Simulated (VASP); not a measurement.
# SnO2 (Cm) in VASP: single point with PBE

Aim: the single point of SnO2 with PBE.

Program: VASP 6.6.1. These are calculated values, not measurements. Logs are shortened: lines on timing, memory, paths and dates and some standing lists are left out, and cuts for length are marked.

**1. The cell of the first run**

The structure is monoclinic, space group Cm (No. 8). Conventional cell: a = 5.601 Å, b = 3.234 Å, c = 5.261 Å, α = 90.00°, β = 110.79°, γ = 90.00°. Sn (site symmetry m) has 6 O at 1.99 to 2.25 Å within 2.6 Å. O (site symmetry m) has 3 Sn at 2.06 to 2.25 Å within 2.7 Å. Within 2.6 Å of O (site symmetry m) lie 3 Sn at 1.99 to 2.19 Å.

**2. Single point, PBE (mode 4 frozen in at +0.000 Å and mode 5 at -0.118 Å (largest displacements))**

Input file INCAR:

```
ALGO = Normal ; EDIFF = 1E-6
ENCUT = 520 ; GGA = PE
ISIF = 2 ; ISMEAR = 0
LASPH = T ; LCHARG = T
LELF = T ; LREAL = F
LVHAR = T ; LWAVE = F
NBANDS = 20 ; NELM = 60
PREC = Accurate ; SIGMA = 0.05
```

Input file KPOINTS:

```
k-points
0
Gamma
  12 12 12
```

Input file POSCAR:

```
SnO2
1.0
    1.6167660720      0.9334403269      4.9182553763
   -1.6167660720      0.9334403269      4.9182553763
    0.0000000000     -1.8668806537      4.9182553763
Sn O
1 2
Direct
    0.5056791028      0.5056791028      0.4886417945
    0.2138136609      0.2138136609      0.2770207008
    0.7440483125      0.7440483125      0.8072553524
```

Potentials or basis: VASP PAW PBE potentials, release 64 (Sn_d, O).

The run is started by

```console
$ cat potpaw_PBE.64/Sn_d/POTCAR potpaw_PBE.64/O/POTCAR > POTCAR
$ mpirun -np 1 vasp_std > vasp.out
```

OUTCAR:

```text
EDIFF = 1E-6
   ENCUT = 520
   GGA = PE
   ISIF = 2
   ISMEAR = 0
   LASPH = T
   LREAL = F
   NELM = 60
   PREC = Accurate

 ion  position               nearest neighbor table
   1  0.506  0.506  0.489-   3 1.99   2 2.06   2 2.06   3 2.19   3 2.19   2 2.25
   2  0.214  0.214  0.277-   1 2.06   1 2.06   1 2.25
   3  0.744  0.744  0.807-   1 1.99   1 2.19   1 2.19

  LATTYP: Found a trigonal (rhomboedric) cell.
 ALAT       =     5.2606538873
 COS(alpha) =     0.8110943660

  Lattice vectors:

 A1 = (   1.6167660720,   0.9334403269,   4.9182553763)
 A2 = (  -1.6167660720,   0.9334403269,   4.9182553763)
 A3 = (   0.0000000000,  -1.8668806537,   4.9182553763)

Analysis of symmetry for initial positions (statically):
=====================================================================
 Subroutine PRICEL returns:
 Original cell was already a primitive cell.

 Routine SETGRP: Setting up the symmetry group for a
 trigonal (rhombohedral) supercell.

 Subroutine GETGRP returns: Found  2 space group operations
 (whereof  2 operations were pure point group operations)
 out of a pool of 12 trial point group operations.

The static configuration has the point symmetry C_1h.

Analysis of symmetry for dynamics (positions and initial velocities):
=====================================================================
 Subroutine PRICEL returns:
 Original cell was already a primitive cell.

 Routine SETGRP: Setting up the symmetry group for a
 trigonal (rhombohedral) supercell.

 Subroutine GETGRP returns: Found  2 space group operations
 (whereof  2 operations were pure point group operations)
 out of a pool of 12 trial point group operations.

The dynamic configuration has the point symmetry C_1h.

 Subroutine INISYM returns: Found  2 space group operations
 (whereof  2 operations are pure point group operations),
 and found     1 'primitive' translations

----------------------------------------------------------------------------------------

                                     Primitive cell

  volume of cell :      44.5344

  direct lattice vectors                    reciprocal lattice vectors
     1.616766072  0.933440327  4.918255376     0.309259335  0.178550960  0.067774710
    -1.616766072  0.933440327  4.918255376    -0.309259335  0.178550960  0.067774710
     0.000000000 -1.866880654  4.918255376     0.000000000 -0.357101920  0.067774710

  length of vectors
     5.260653887  5.260653887  5.260653887     0.363476537  0.363476537  0.363476537

  position of ions in fractional coordinates (direct lattice)
     0.505679103  0.505679103  0.488641794
     0.213813661  0.213813661  0.277020701
     0.744048312  0.744048312  0.807255352

  ion indices of the primitive-cell ions
   primitive index   ion index
                 1           1
                 2           2
                 3           3

----------------------------------------------------------------------------------------

 KPOINTS: k-points

Automatic generation of k-mesh.
 Grid dimensions read from file:
 generate k-points for:   12   12   12

 Generating k-lattice:

  Cartesian coordinates                     Fractional coordinates (reciprocal lattice)
     0.025771611  0.014879247  0.005647893     0.083333333 -0.000000000  0.000000000
    -0.025771611  0.014879247  0.005647893    -0.000000000  0.083333333  0.000000000
     0.000000000 -0.029758493  0.005647893    -0.000000000 -0.000000000  0.083333333

  Length of vectors
     0.030289711  0.030289711  0.030289711

  Shift w.r.t. Gamma in fractional coordinates (k-lattice)
     0.000000000  0.000000000  0.000000000

 Subroutine IBZKPT returns following result:
 ===========================================

 Found    476 irreducible k-points:

 Following reciprocal coordinates:
            Coordinates               Weight
  0.000000  0.000000  0.000000      1.000000
  0.083333  0.000000  0.000000      4.000000
  0.000000  0.000000  0.083333      2.000000
  0.166667 -0.000000  0.000000      4.000000
  0.000000  0.000000  0.166667      2.000000
  0.250000 -0.000000  0.000000      4.000000
[... 16 lines left out ...]
 -0.333333  0.000000 -0.083333      4.000000
  0.083333  0.000000  0.333333      4.000000
 [... further k-points ...]
   k-points           NKPTS =    476   k-points in BZ     NKDIM =    476   number of bands    NBANDS=     20
   number of dos      NEDOS =    301   number of ions     NIONS =      3
   total plane-waves  NPLWV =  64000
   dimension x,y,z NGX =    40 NGY =   40 NGZ =   40
   dimension x,y,z NGXF=    80 NGYF=   80 NGZF=   80
   ions per type =               1   2
   NGX,Y,Z   is equivalent  to a cutoff of  12.64, 12.64, 12.64 a.u.
   NGXF,Y,Z  is equivalent  to a cutoff of  25.28, 25.28, 25.28 a.u.
 SYSTEM =  unknown system
   PREC   = accura    normal or accurate (medium, high low for compatibility)
   ISTART =      0    job   : 0-new  1-cont  2-samecut
   ICHARG =      2    charge: 1-file 2-atom 10-const
   ISPIN  =      1    spin polarized calculation?
   LNONCOLLINEAR =      F non collinear calculations
   LSORBIT =      F    spin-orbit coupling
   LASPH  =      T    aspherical Exc in radial PAW
   ENCUT  =  520.0 eV  38.22 Ry    6.18 a.u.   9.78  9.78  9.78*2*pi/ulx,y,z
   NELM   =     60;   NELMIN=  2; NELMDL= -5     # of ELM steps
   EDIFF  = 0.1E-05   stopping-criterion for ELM
   LREAL  =      F    real-space projection
   EDIFFG = 0.1E-04   stopping-criterion for IOM
   NSW    =      0    number of steps for IOM
   IBRION =     -1    ionic relax: 0-MD 1-quasi-New 2-CG
   NFREE  =      0    steps in history (QN), initial steepest desc. (CG)
   ISIF   =      2    stress and relaxation
   ISYM   =      2    0-nonsym 1-usesym 2-fastsym
   POTIM  = 0.5000    time-step for ionic-motion
   TEBEG  =    0.0;   TEEND  =   0.0 temperature during run
   PSTRESS=    0.0 pullay stress
   NELECT =      26.0000    total number of electrons
   NUPDOWN=      -1.0000    fix difference up-down
   EMIN   =  10.00;   EMAX   =-10.00  energy-range for DOS
   EFERMI =   0.00;   METHOD = LEGACY
   ISMEAR =     0;   SIGMA  =   0.05  broadening in eV -4-tet -1-fermi 0-gaus
   EFERMI_NEDOS =   21; number of points for ismear=-14 and -15
   IALGO  =     38    algorithm
   IMIX   =      4    mixing-type and parameters
     AMIX     =   0.40;   BMIX     =  1.00
     AMIX_MAG =   1.60;   BMIX_MAG =  1.00
  volume/ion in A,a.u.               =      14.84       100.18
  Fermi-wavevector in a.u.,A,eV,Ry     =   1.368256  2.585628 25.471788  1.872124
  Thomas-Fermi vector in A             =   2.494236
   LORBIT       =      0    0 simple, 1 ext, 2 COOP (PROOUT), +10 PAW based schemes
   GGA     = PE    functional components
   LHFCALC =     F    Hartree Fock is set to
   AEXX    =    0.0000 exact exchange contribution
   IVDW    =     0    specifies the selected vdW correction
   LEPSILON=     F    determine dielectric tensor
   LRPA    =     F    only Hartree local field effects (RPA)
 non-spin polarized calculation
 Gauss-broadening in eV      SIGMA  =   0.05
  energy-cutoff  :      520.00
  volume of cell :       44.53
 maximum number of plane-waves:      1218
   NGX = 19   NGY = 19   NGZ = 19

 number of electron      26.0000001 magnetization

 Free energy of the ion-electron system (eV)
  ---------------------------------------------------
  ext. energy  EPLUGINS =         0.00000000
  ---------------------------------------------------
  free energy    TOTEN  =       -18.04159033 eV

  energy without entropy =      -18.04159033  energy(sigma->0) =      -18.04159033

 E-fermi :   3.1902     XC(G=0):  -9.8089

 val. band max:        2.9869875566   @ k =   0.2500   0.0833  -0.1667
 cond. band min:       4.9756519066   @ k =   0.0000   0.0000   0.0000
 fundamental gap:      1.9886643499
 Fermi energy:         3.1902318051

 k-point     1 :       0.0000    0.0000    0.0000
  band No.  band energies     occupation
      1     -16.9867      2.00000
      2     -16.8727      2.00000
      3     -16.7686      2.00000
      4     -16.5992      2.00000
      5     -16.5834      2.00000
      6     -14.9556      2.00000
[... 12 lines left out ...]
     19      19.7036      0.00000
     20      20.1763      0.00000

 k-point     2 :       0.0833    0.0000    0.0000
  band No.  band energies     occupation
      1     -16.9670      2.00000
      2     -16.9094      2.00000
      3     -16.7656      2.00000
      4     -16.6041      2.00000
      5     -16.5896      2.00000
      6     -14.9040      2.00000
[... 12 lines left out ...]
     19      18.5520      0.00000
     20      20.1199      0.00000

 k-point     3 :       0.0000    0.0000    0.0833
  band No.  band energies     occupation
      1     -16.9671      2.00000
      2     -16.9195      2.00000
      3     -16.7551      2.00000
      4     -16.6098      2.00000
      5     -16.5828      2.00000
      6     -14.9074      2.00000
[... 12 lines left out ...]
     19      18.5064      0.00000
     20      20.2179      0.00000

 k-point     4 :       0.1667   -0.0000    0.0000
  band No.  band energies     occupation
      1     -17.0623      2.00000
      2     -16.8906      2.00000
      3     -16.7334      2.00000
      4     -16.6251      2.00000
      5     -16.5852      2.00000
      6     -14.7436      2.00000
[... 12 lines left out ...]
     19      17.2982      0.00000
     20      20.2701      0.00000

 k-point     5 :       0.0000    0.0000    0.1667
  band No.  band energies     occupation
      1     -17.0892      2.00000
      2     -16.8727      2.00000
      3     -16.7225      2.00000
      4     -16.6301      2.00000
      5     -16.5764      2.00000
      6     -14.7577      2.00000
[... 12 lines left out ...]
     19      17.2301      0.00000
     20      20.3733      0.00000

 k-point     6 :       0.2500   -0.0000    0.0000
  band No.  band energies     occupation
      1     -17.2468      2.00000
      2     -16.8251      2.00000
      3     -16.6978      2.00000
      4     -16.6370      2.00000
      5     -16.5595      2.00000
      6     -14.4756      2.00000
[... 12 lines left out ...]
     19      16.4293      0.00000
     20      20.0198      0.00000

 k-point     7 :       0.0000    0.0000    0.2500
  band No.  band energies     occupation
      1     -17.2793      2.00000
      2     -16.7897      2.00000
      3     -16.6945      2.00000
      4     -16.6406      2.00000
      5     -16.5503      2.00000
      6     -14.5075      2.00000
[... 12 lines left out ...]
     19      16.3015      0.00000
     20      20.0728      0.00000
[... 277 lines left out ...]
 k-point    20 :      -0.2500    0.0000   -0.0833
  band No.  band energies     occupation
      1     -17.1473      2.00000
      2     -16.8946      2.00000
      3     -16.6991      2.00000
      4     -16.6357      2.00000
      5     -16.5729      2.00000
      6     -14.5625      2.00000
[... 12 lines left out ...]
     19      16.8120      0.00000
     20      19.6497      0.00000

 k-point    21 :       0.0833   -0.0000    0.2500
  band No.  band energies     occupation
      1     -17.1828      2.00000
      2     -16.8607      2.00000
      3     -16.6940      2.00000
      4     -16.6401      2.00000
      5     -16.5634      2.00000
      6     -14.5870      2.00000
[... 12 lines left out ...]
     19      16.7420      0.00000
     20      19.6588      0.00000

 k-point    22 :       0.3333    0.0833    0.0000
  band No.  band energies     occupation
      1     -17.3310      2.00000
      2     -16.8375      2.00000
      3     -16.6863      2.00000
      4     -16.6335      2.00000
      5     -16.5294      2.00000
      6     -14.2497      2.00000
[... 12 lines left out ...]
     19      16.3774      0.00000
     20      18.6459      0.00000

 k-point    23 :      -0.3333    0.0000   -0.0833
  band No.  band energies     occupation
      1     -17.3204      2.00000
      2     -16.8514      2.00000
      3     -16.6886      2.00000
      4     -16.6272      2.00000
      5     -16.5339      2.00000
      6     -14.2350      2.00000
[... 12 lines left out ...]
     19      16.3862      0.00000
     20      18.6739      0.00000

 k-point    24 :       0.0833    0.0000    0.3333
  band No.  band energies     occupation
      1     -17.3584      2.00000
      2     -16.8040      2.00000
      3     -16.6883      2.00000
      4     -16.6325      2.00000
      5     -16.5237      2.00000
      6     -14.2803      2.00000
[... 12 lines left out ...]
     19      16.2161      0.00000
     20      18.6755      0.00000

 [... further k-points ...]
[... 5 lines left out ...]
  --------------------------------------------------------------------------------------
  -------------------------------------------------------------------------------------
  Total        0.5598482      1.1838254      0.5995883      0.0000000     -0.6309470      0.0000000
  in kB       20.1411752     42.5894622     21.5708713      0.0000000    -22.6990359      0.0000000
  external PRESSURE =      28.1005029 kB  Pullay stress =       0.0000000 kB

 VOLUME and BASIS-vectors are now :
 -----------------------------------------------------------------------------
  energy-cutoff  :      520.00
  volume of cell :       44.53
      direct lattice vectors                 reciprocal lattice vectors
     1.616766072  0.933440327  4.918255376     0.309259335  0.178550960  0.067774710
    -1.616766072  0.933440327  4.918255376    -0.309259335  0.178550960  0.067774710
     0.000000000 -1.866880654  4.918255376     0.000000000 -0.357101920  0.067774710

 POSITION                                       TOTAL-FORCE (eV/Angst)
 -----------------------------------------------------------------------------------
      0.00000      0.03181      7.37738         0.000000     -2.180712      0.099411
      0.00000     -0.11800      3.46564         0.000000      0.775920      0.273206
      0.00000     -0.11800     11.28913         0.000000      1.404792     -0.372617
 -----------------------------------------------------------------------------------
    total drift:                               -0.000000      0.000006      0.000174

  FREE ENERGIE OF THE ION-ELECTRON SYSTEM (eV)
  ---------------------------------------------------
  free  energy   TOTEN  =       -18.0415903256 eV

  energy  without entropy=      -18.0415903255  energy(sigma->0) =      -18.04159033
```

Run time: 12 min. Hardware: 1 thread of Intel Xeon 6975P-C (Granite Rapids), shared host; peak memory 0.54 GiB.

What came out:

- Free energy: -18.0416 eV
- Pressure: 2.8 GPa
- Largest force: 2.183 eV/Å
- Band gap on the k mesh: 1.99 eV, indirect (least direct gap 2.15 eV)

Forces on the atoms (eV/Å):
```
Sn   0.000 -2.181  0.099
O    0.000  0.776  0.273
O    0.000  1.405 -0.373
```

Levels at points of the mesh, in eV from the valence-band top:
```
           k point  band 9  band 10  band 11  band 12  band 13  band 14  band 15  band 16  band 17  band 18
(0.00, 0.00, 0.00)   -1.34    -1.32    -0.81    -0.81    -0.16     1.99     5.83    10.91    11.17    11.68
(0.50, 0.00, 0.00)   -4.11    -2.88    -1.39    -0.54    -0.49     5.28     7.82    10.10    12.10    13.01
(0.00, 0.00, 0.50)   -4.06    -2.96    -1.36    -0.55    -0.47     5.33     7.75    10.12    12.30    12.83
(0.50, 0.50, 0.00)   -4.24    -3.02    -1.10    -0.45    -0.04     5.11     7.02    10.75    11.31    12.57
(0.50, 0.00, 0.50)   -4.29    -2.94    -1.14    -0.43    -0.06     5.07     7.08    10.75    11.27    12.35
(0.50, 0.50, 0.50)   -1.38    -1.35    -1.15    -0.78    -0.77     3.07     5.70    11.31    11.41    11.69
```

Caveat: the cell differs from its parent crystal (mode 4 frozen in at +0.000 Å and mode 5 at -0.118 Å (largest displacements)); spin-orbit coupling is left out, which moves the levels of the heavy elements; forces of over 1 eV/Å act on the atoms, so gaps and moduli don't describe the material at rest.
